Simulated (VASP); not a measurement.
Wanted: the native input for a VASP 6.6.1 run.

| Property | Result |
| --- | --- |
| Task | single point |
| Functional | PBE |
| Potentials or basis | VASP PAW PBE potentials, release 64 (Ta_pv, N) |
| Cutoff | 520 eV |
| k mesh | 18 × 18 × 10 |
| Occupations | gaussian, width 0.15 eV |
| Spin | no spin polarisation |
| Dipole correction | no |
| Further INCAR settings | ALGO = Normal; EDIFF = 1e-06; NBANDS = 20 |

The structure of Ta2N lies in POSCAR:

```
Ta2N
1.0
    3.1011400584      0.0000000000      0.0000000000
   -1.5505700292      2.6319527499      0.0000000000
    0.0000000000      0.0000000000      4.8818900414
Ta N
2 1
Direct
    0.6666666667      0.3333333333      0.7449050326
    0.3333333333      0.6666666667      0.2550949674
    0.0000000000      0.0000000000      0.0000000000
```

This cell differs from its parent crystal: strain -0.0200 x Voigt [0, 1, 0, 0, 0, 0].

These files were run (other wordings do the same):

INCAR

```
SYSTEM = Ta2N
ALGO     = Normal         ! electronic algorithm
EDIFF    = 1E-6           ! SCF threshold, eV
ENCUT    = 520            ! plane-wave cutoff, eV
GGA      = PE             ! functional
ISIF     = 2              ! what is computed and relaxed
ISMEAR   = 0              ! smearing method
LASPH    = .TRUE.         ! aspherical terms in the spheres
LCHARG   = .FALSE.        ! write CHGCAR
LREAL    = .FALSE.        ! projectors in reciprocal space
LWAVE    = .FALSE.        ! write WAVECAR
NBANDS   = 20             ! bands
NELM     = 80             ! most SCF steps
PREC     = Accurate       ! precision mode
SIGMA    = 0.15           ! smearing width, eV
```

KPOINTS

```
k-points
0
G
  18 18 10
  0 0 0
```

Potentials or basis: VASP PAW PBE potentials, release 64 (Ta_pv, N).

The run is started by

```bash
$ cat potpaw_PBE.64/Ta_pv/POTCAR potpaw_PBE.64/N/POTCAR > POTCAR
$ mpirun -np 1 vasp_std > vasp.out
```

Results of the run:

```json
{
 "Pressure": "6.5 GPa",
 "Largest force": "0.243 eV/Å"
}
```

Caveat: the cell differs from its parent crystal (strain -0.0200 x Voigt [0, 1, 0, 0, 0, 0]).

Run time: 11 min on 1 thread of Intel(R) Xeon(R) Platinum 8259CL CPU @ 2.50GHz (Skylake/Cascade Lake) (shared host), peak memory 0.66 GiB.
